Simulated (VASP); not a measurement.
# Te2Mo in VASP: notebook, part 3 of 3

VASP 6.6.1. Earlier steps stand in the parts before.

**6. Single point, BLYP**

This run uses another cell than the first one.

INCAR

```
SYSTEM = Te2Mo
AGGAC = 1.0
AGGAX = 1.0
ALDAC = 0.0
ALDAX = 1.0
ALGO = Normal
EDIFF = 1E-6
ENCUT = 520
GGA = B5
ISIF = 2
ISMEAR = -1
LASPH = .True.
LCHARG = .False.
LREAL = .False.
LWAVE = .False.
NBANDS = 35
NELM = 60
PREC = Accurate
SIGMA = 0.05
```

KPOINTS

```
k-points
0
Gamma
  4 8 1
  0 0 0
```

POSCAR

```
Te2Mo
1.0
    6.5014706862      0.0000000000     -0.0040723587
    0.0000000000      3.5980626253      0.0000000000
   -0.1107841192      0.0000000000     36.2224749880
Te Mo
4 2
Direct
    0.4270942443      0.7500000000      0.5411725604
    0.5729057557      0.2500000000      0.4588274396
    0.9198315635      0.2500000000      0.5571318723
    0.0801684365      0.7500000000      0.4428681277
    0.1808576016      0.2500000000      0.4973097438
    0.8191423984      0.7500000000      0.5026902562
```

Potentials or basis: VASP PAW PBE potentials, release 64 (Te, Mo_sv).

Command:

```console
> cat potpaw_PBE.64/Te/POTCAR potpaw_PBE.64/Mo_sv/POTCAR > POTCAR
> mpirun -np 1 vasp_std > vasp.out
```

OUTCAR:

```text
SYSTEM = Te2Mo
   EDIFF = 1E-6
   ENCUT = 520
   GGA = B5
   ISIF = 2
   ISMEAR = -1
   LASPH = .True.
   LREAL = .False.
   NELM = 60
   PREC = Accurate

 ion  position               nearest neighbor table
   1  0.427  0.750  0.541-   5 2.88   5 2.88   6 2.91   2 3.61   2 3.61
   2  0.573  0.250  0.459-   6 2.88   6 2.88   5 2.91   1 3.61   1 3.61
   3  0.920  0.250  0.557-   6 2.75   6 2.75   5 2.76
   4  0.080  0.750  0.443-   5 2.75   5 2.75   6 2.76
   5  0.181  0.250  0.497-   4 2.75   4 2.75   3 2.76   1 2.88   1 2.88   2 2.91   6 2.97   6 2.97

   6  0.819  0.750  0.503-   3 2.75   3 2.75   4 2.76   2 2.88   2 2.88   1 2.91   5 2.97   5 2.97

  LATTYP: Found a simple monoclinic cell.
 ALAT       =     6.5014719616
 B/A-ratio  =     0.5534227705
 C/A-ratio  =     5.5714528363
 COS(beta)  =    -0.0036847930

  Lattice vectors:

 A1 = (   6.5014706862,   0.0000000000,  -0.0040723587)
 A2 = (   0.0000000000,   3.5980626253,   0.0000000000)
 A3 = (  -0.1107841192,   0.0000000000,  36.2224749880)

Analysis of symmetry for initial positions (statically):
=====================================================================
 Subroutine PRICEL returns:
 Original cell was already a primitive cell.

 Routine SETGRP: Setting up the symmetry group for a
 simple monoclinic supercell.

 Subroutine GETGRP returns: Found  4 space group operations
 (whereof  2 operations were pure point group operations)
 out of a pool of  4 trial point group operations.

The static configuration has the point symmetry S_2 .
 The point group associated with its full space group is C_2h.

Analysis of symmetry for dynamics (positions and initial velocities):
=====================================================================
 Subroutine PRICEL returns:
 Original cell was already a primitive cell.

 Routine SETGRP: Setting up the symmetry group for a
 simple monoclinic supercell.

 Subroutine GETGRP returns: Found  4 space group operations
 (whereof  2 operations were pure point group operations)
 out of a pool of  4 trial point group operations.

The dynamic configuration has the point symmetry S_2 .
 The point group associated with its full space group is C_2h.

 Subroutine INISYM returns: Found  4 space group operations
 (whereof  2 operations are pure point group operations),
 and found     1 'primitive' translations

----------------------------------------------------------------------------------------

                                     Primitive cell

  volume of cell :     847.3398

  direct lattice vectors                    reciprocal lattice vectors
     6.501470686  0.000000000 -0.004072359     0.153811647  0.000000000  0.000470423
     0.000000000  3.598062625  0.000000000     0.000000000  0.277927347  0.000000000
    -0.110784119  0.000000000 36.222474988     0.000017292  0.000000000  0.027607222

  length of vectors
     6.501471962  3.598062625 36.222644401     0.153812367  0.277927347  0.027607228

  position of ions in fractional coordinates (direct lattice)
     0.427094244  0.750000000  0.541172560
     0.572905756  0.250000000  0.458827440
     0.919831563  0.250000000  0.557131872
     0.080168437  0.750000000  0.442868128
     0.180857602  0.250000000  0.497309744
     0.819142398  0.750000000  0.502690256
[... 43 lines left out ...]
  0.500000  0.125000  0.000000      2.000000
  0.000000  0.250000  0.000000      2.000000
  0.250000  0.250000  0.000000      4.000000
  0.500000  0.250000  0.000000      2.000000
  0.000000  0.375000  0.000000      2.000000
  0.250000  0.375000  0.000000      4.000000
  0.500000  0.375000  0.000000      2.000000
  0.000000  0.500000  0.000000      1.000000
  0.250000  0.500000  0.000000      2.000000
  0.500000  0.500000  0.000000      1.000000
   k-points           NKPTS =     15   k-points in BZ     NKDIM =     15   number of bands    NBANDS=     35
   number of dos      NEDOS =    301   number of ions     NIONS =      6
   total plane-waves  NPLWV = 362880
   dimension x,y,z NGX =    48 NGY =   28 NGZ =  270
   dimension x,y,z NGXF=    96 NGYF=   56 NGZF=  540
   ions per type =               4   2
   NGX,Y,Z   is equivalent  to a cutoff of  12.27, 12.94, 12.39 a.u.
   NGXF,Y,Z  is equivalent  to a cutoff of  24.55, 25.87, 24.78 a.u.
 SYSTEM =  Te2Mo
   PREC   = accura    normal or accurate (medium, high low for compatibility)
   ISTART =      0    job   : 0-new  1-cont  2-samecut
   ICHARG =      2    charge: 1-file 2-atom 10-const
   ISPIN  =      1    spin polarized calculation?
   LNONCOLLINEAR =      F non collinear calculations
   LSORBIT =      F    spin-orbit coupling
   LASPH  =      T    aspherical Exc in radial PAW
   ENCUT  =  520.0 eV  38.22 Ry    6.18 a.u.  12.09  6.69 67.35*2*pi/ulx,y,z
   NELM   =     60;   NELMIN=  2; NELMDL= -5     # of ELM steps
   EDIFF  = 0.1E-05   stopping-criterion for ELM
   LREAL  =      F    real-space projection
   EDIFFG = 0.1E-04   stopping-criterion for IOM
   NSW    =      0    number of steps for IOM
   IBRION =     -1    ionic relax: 0-MD 1-quasi-New 2-CG
   NFREE  =      0    steps in history (QN), initial steepest desc. (CG)
   ISIF   =      2    stress and relaxation
   ISYM   =      2    0-nonsym 1-usesym 2-fastsym
   POTIM  = 0.5000    time-step for ionic-motion
   TEBEG  =    0.0;   TEEND  =   0.0 temperature during run
   PSTRESS=    0.0 pullay stress
   NELECT =      52.0000    total number of electrons
   NUPDOWN=      -1.0000    fix difference up-down
   EMIN   =  10.00;   EMAX   =-10.00  energy-range for DOS
   EFERMI =   0.00;   METHOD = LEGACY
   ISMEAR =    -1;   SIGMA  =   0.05  broadening in eV -4-tet -1-fermi 0-gaus
   EFERMI_NEDOS =   21; number of points for ismear=-14 and -15
   IALGO  =     38    algorithm
   IMIX   =      4    mixing-type and parameters
     AMIX     =   0.40;   BMIX     =  1.00
     AMIX_MAG =   1.60;   BMIX_MAG =  1.00
  volume/ion in A,a.u.               =     141.22       953.02
  Fermi-wavevector in a.u.,A,eV,Ry     =   0.645739  1.220269  5.673335  0.416978
  Thomas-Fermi vector in A             =   1.713493
   LORBIT       =      0    0 simple, 1 ext, 2 COOP (PROOUT), +10 PAW based schemes
   GGA     = B5    functional components
   LHFCALC =     F    Hartree Fock is set to
   AEXX    =    0.0000 exact exchange contribution
   IVDW    =     0    specifies the selected vdW correction
   LEPSILON=     F    determine dielectric tensor
   LRPA    =     F    only Hartree local field effects (RPA)
 non-spin polarized calculation
  energy-cutoff  :      520.00
  volume of cell :      847.34
 maximum number of plane-waves:     22880
   NGX = 25   NGY = 13   NGZ =135

 number of electron      51.9999995 magnetization

 Free energy of the ion-electron system (eV)
  ---------------------------------------------------
  ext. energy  EPLUGINS =         0.00000000
  ---------------------------------------------------
  free energy    TOTEN  =       -30.66947803 eV

  energy without entropy =      -30.66040777  energy(sigma->0) =      -30.66494290

 E-fermi :  -2.1716     XC(G=0):  -2.1078

 val. band max:       -2.3094567281   @ k =   0.0000   0.1250   0.0000
 cond. band min:      -2.1568953598   @ k =   0.0000   0.1250   0.0000
 fundamental gap:      0.1525613683
 Fermi energy:        -2.1715543254

 k-point     1 :       0.0000    0.0000    0.0000
  band No.  band energies     occupation
      1     -63.0207      2.00000
      2     -62.9779      2.00000
      3     -37.3438      2.00000
      4     -37.3346      2.00000
      5     -37.2503      2.00000
      6     -37.2025      2.00000
[... 559 lines left out ...]
     34       0.9802      0.00000
     35       2.2688      0.00000

------------------------ aborting loop because EDIFF is reached ----------------------------------------

  FORCE on cell =-STRESS in cart. coord.  units (eV):
  Direction    XX          YY          ZZ          XY          YZ          ZX
  --------------------------------------------------------------------------------------
  -------------------------------------------------------------------------------------
  Total        0.2861307      0.2236134      0.3198214      0.0000000      0.0000000     -0.0038542
  in kB        0.5410250      0.4228153      0.6047285      0.0000000      0.0000000     -0.0072877
  external PRESSURE =       0.5228563 kB  Pullay stress =       0.0000000 kB

 VOLUME and BASIS-vectors are now :
 -----------------------------------------------------------------------------
  energy-cutoff  :      520.00
  volume of cell :      847.34
      direct lattice vectors                 reciprocal lattice vectors
     6.501470686  0.000000000 -0.004072359     0.153811647  0.000000000  0.000470423
     0.000000000  3.598062625  0.000000000     0.000000000  0.277927347  0.000000000
    -0.110784119  0.000000000 36.222474988     0.000017292  0.000000000  0.027607222

 POSITION                                       TOTAL-FORCE (eV/Angst)
 -----------------------------------------------------------------------------------
      2.71679      2.69855     19.60087         0.003806     -0.000000      0.036965
      3.67390      0.89952     16.61753        -0.003806     -0.000000     -0.036965
      5.91854      0.89952     20.17695        -0.002961     -0.000000      0.056220
      0.47215      2.69855     16.04145         0.002961     -0.000000     -0.056220
      1.12075      0.89952     18.01305         0.013787      0.000000     -0.002836
      5.26994      2.69855     18.20535        -0.013787     -0.000000      0.002836
 -----------------------------------------------------------------------------------
    total drift:                                0.000000      0.000000      0.000000

  FREE ENERGIE OF THE ION-ELECTRON SYSTEM (eV)
  ---------------------------------------------------
  free  energy   TOTEN  =       -30.6694780327 eV

  energy  without entropy=      -30.6604077695  energy(sigma->0) =      -30.66494290
```

Wall time 39 min (1 thread of Intel Xeon 8259CL, shared host); peak memory 0.95 GiB.

What came out:

```
Free energy            : -30.6695 eV
Largest force          : 0.056 eV/Å
Band gap on the k mesh : zero (bands 26 and 27 overlap by 0.04 eV)
```

Forces in eV/Å, atoms in the order of the input:
```
Te   0.004  0.000  0.037
Te  -0.004  0.000 -0.037
Te  -0.003  0.000  0.056
Te   0.003  0.000 -0.056
Mo   0.014  0.000 -0.003
Mo  -0.014  0.000  0.003
```

Caveat: there is no dipole correction, which matters where the two faces differ; the PAW data sets were made with another functional, which shifts forces and pressure a little; spin-orbit coupling is left out, which moves the levels of the heavy elements.

**7. The runs side by side**

| level | potentials or basis | U | cell | k mesh | gap on the mesh (eV) | largest force (eV/Å) |
| --- | --- | --- | --- | --- | --- | --- |
| r2SCAN | VASP PAW PBE potentials, release 64 (Te, Mo_sv) | - | a = 6.445, b = 3.526, c = 36.652 Å, angles 90.0, 90.1, 90.0°, 6 atoms, atomic positions A | 4 × 8 × 1 | none | 0.58 |
| PBE+U | VASP PAW PBE potentials, release 64 (Te, Mo_sv) | Mo d U = 6.0 eV | a = 6.362, b = 3.480, c = 36.176 Å, angles 90.0, 90.1, 90.0°, 6 atoms, atomic positions A | 3 × 6 × 1 | 0.18 | 0.60 |
| PBE+U | VASP PAW PBE potentials, release 64 (Te, Mo_sv) | Mo d U = 8.0 eV | a = 6.362, b = 3.480, c = 36.176 Å, angles 90.0, 90.1, 90.0°, 6 atoms, atomic positions A | 3 × 6 × 1 | 0.31 | 0.84 |
| LDA | VASP PAW LDA potentials, release 64 (Te, Mo_sv) | - | a = 6.362, b = 3.480, c = 36.176 Å, angles 90.0, 90.1, 90.0°, 6 atoms, atomic positions A | 4 × 8 × 1 | none | 0.43 |
| BLYP | VASP PAW PBE potentials, release 64 (Te, Mo_sv) | - | a = 6.501, b = 3.598, c = 36.223 Å, angles 90.0, 90.2, 90.0°, 6 atoms, atomic positions B | 4 × 8 × 1 | none | 0.06 |

Alike in all rows: task single point; no spin polarisation; cutoff (eV) 520; smearing fermi-dirac 0.05 eV.

Caveats: there is no dipole correction, which matters where the two faces differ; spin-orbit coupling is left out, which moves the levels of the heavy elements; the PAW data sets were made with another functional, which shifts forces and pressure a little (at least some runs); semilocal functionals underestimate gaps, and a narrow one can read as zero (at least some runs); the U is typed as a test and isn't derived for this compound (at least some runs).

Absolute energies hang on the potentials; compare differences alone.

The gap in the log of VASP goes by the Fermi energy; the results here count the filled bands.